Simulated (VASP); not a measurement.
Input of a VASP 6.6.1 run:

The input INCAR:

```
ALGO = Normal ; EDIFF = 1E-6
ENCUT = 520 ; GGA = PE
ISIF = 2 ; ISMEAR = -1
LASPH = True ; LCHARG = False
LREAL = False ; LWAVE = False
NBANDS = 18 ; NELM = 80
PREC = Accurate ; SIGMA = 0.05
```

File KPOINTS:

```
k-points
0
Gamma
  10 10 10
```

POSCAR

```
TiAl3
1.0
   -1.9111067713      1.9111067713      4.2806687947
    1.9111067713     -1.9111067713      4.2806687947
    1.9111067713      1.9111067713     -4.2806687947
Ti Al
1 3
Direct
    0.0000000000      0.0000000000      0.0000000000
    0.2500000000      0.7500000000      0.5000000000
    0.7500000000      0.2500000000      0.5000000000
    0.5000000000      0.5000000000      0.0000000000
```

Potentials or basis: VASP PAW PBE potentials, release 64 (Ti_sv, Al).

Run with:

```bash
$ cat potpaw_PBE.64/Ti_sv/POTCAR potpaw_PBE.64/Al/POTCAR > POTCAR
$ mpirun -np 1 vasp_std > vasp.out
```

Question: Estimate the pressure.

Answer: 2.0 GPa.

Stress tensor (GPa, compression positive):
```
2.05 0.00 0.00
0.00 2.05 0.00
0.00 0.00 1.90
```
